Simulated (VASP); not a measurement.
LiBr: single point with r2SCAN

The system is LiBr.

```xyz
2
Lattice="0.0000 2.7669 2.7669 2.7669 0.0000 2.7669 2.7669 2.7669 0.0000" Properties=species:S:1:pos:R:3 pbc="T T T"
Li    0.0000    0.0000    0.0000
Br    2.7669    2.7669    2.7669
```

| Property | Result |
| --- | --- |
| Program | VASP 6.6.1 |
| Task | single point |
| Functional | r2SCAN |
| Potentials or basis | VASP PAW PBE potentials, release 64 (Li_sv, Br) |
| Cutoff | 830 eV |
| k mesh | 8 × 8 × 8 |
| Occupations | gaussian, width 0.02 eV |
| Spin | no spin polarisation |
| Dipole correction | no |
| Further INCAR settings | ALGO = Normal; EDIFF = 1e-06; NBANDS = 12 |

- Pressure: -1.1 GPa
- Band gap on the k mesh: 5.79 eV

Levels at points of the mesh, in eV from the valence-band top:
| k point | band 1 | band 2 | band 3 | band 4 | band 5 | band 6 | band 7 | band 8 | band 9 | band 10 |
| --- | --- | --- | --- | --- | --- | --- | --- | --- | --- | --- |
| (0.00, 0.00, 0.00) | -45.76 | -13.84 | 0.00 | 0.00 | 0.00 | 5.79 | 11.20 | 11.20 | 11.20 | 13.36 |
| (0.50, 0.00, 0.00) | -45.76 | -13.37 | -2.81 | -0.27 | -0.27 | 6.37 | 8.88 | 8.88 | 12.80 | 15.03 |
| (0.50, 0.50, 0.00) | -45.76 | -13.18 | -2.82 | -1.12 | -1.12 | 7.07 | 7.77 | 12.56 | 13.52 | 13.52 |

Run time: 5.6 min on 1 thread of Intel Xeon 8259CL (shared host), peak memory 0.27 GiB.

Caveat: the PAW data sets were made with another functional, which shifts forces and pressure a little. r2SCAN opens gaps a little over a GGA but as a rule still falls short of measured ones.
